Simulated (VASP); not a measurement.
Here is a VASP 6.6.1 calculation.

File INCAR:

```
PREC = Accurate
ENCUT = 520
EDIFF = 1E-6
ISMEAR = 0
SIGMA = 0.1
LREAL = F
LASPH = T
NELM = 60
ALGO = Normal
ISIF = 2
LWAVE = F
LCHARG = F
GGA = PS
NBANDS = 18
```

File KPOINTS:

```
regular mesh
0
Gamma
  14 14 14
```

POSCAR

```
ZnCu
1.0
    2.8485185550      0.0000000000      0.0000000000
    0.0000000000      2.8485185550      0.0000000000
    0.0000000000      0.0000000000      2.8485185550
Zn Cu
1 1
Direct
    0.5000000000      0.5000000000      0.5000000000
    0.0000000000      0.0000000000      0.0000000000
```

Potentials or basis: VASP PAW PBE potentials, release 64 (Zn, Cu).

The run is started by

```bash
$ cat potpaw_PBE.64/Zn/POTCAR potpaw_PBE.64/Cu/POTCAR > POTCAR
$ mpirun -np 1 vasp_std > vasp.out
```

Question: What does it give for the band gap on the k mesh?

Answer: Zero (an odd number of electrons rules out a gap without spin polarisation).

Question: What does it give for the pressure?

Answer: 10.7 GPa.

Caveat: the cell stands under pressure; the PAW data sets were made with another functional, which shifts forces and pressure a little.
